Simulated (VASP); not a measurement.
Input of a VASP 6.6.1 run:

INCAR

```
PREC = Accurate
ENCUT = 520
EDIFF = 1E-6
ISMEAR = -1
SIGMA = 0.05
LREAL = False
LASPH = True
NELM = 60
ALGO = Normal
ISIF = 2
LWAVE = False
LCHARG = True
GGA = PS
LELF = True
LVHAR = True
NBANDS = 15
```

Contents of KPOINTS:

```
Automatic mesh
0
Gamma
  10 10 10
```

POSCAR

```
BaTe
1.0
    0.0341000000      3.4270500000      3.4270500000
    3.4270500000      0.0341000000      3.4270500000
    3.4270500000      3.4270500000      0.0341000000
Ba Te
1 1
Direct
    0.0000000000      0.0000000000      0.0000000000
    0.5000000000      0.5000000000      0.5000000000
```

Potentials or basis: VASP PAW PBE potentials, release 64 (Ba_sv, Te).

Launch:

```bash
$ cat potpaw_PBE.64/Ba_sv/POTCAR potpaw_PBE.64/Te/POTCAR > POTCAR
$ mpirun -np 1 vasp_std > vasp.out
```

Task: Estimate the band gap on the k mesh.

Result: 1.22 eV (least direct gap 1.60 eV).

Task: What does it give for the pressure?

Result: 2.4 GPa.

Stress tensor (GPa, compression positive):
```
 2.37 -0.10 -0.10
-0.10  2.37 -0.10
-0.10 -0.10  2.37
```

Caveat: the cell differs from its parent crystal (equal xy, yz and zx shear strains of +1 %); the PAW data sets were made with another functional, which shifts forces and pressure a little; spin-orbit coupling is left out, which moves the levels of the heavy elements. A k mesh can miss the band edges.
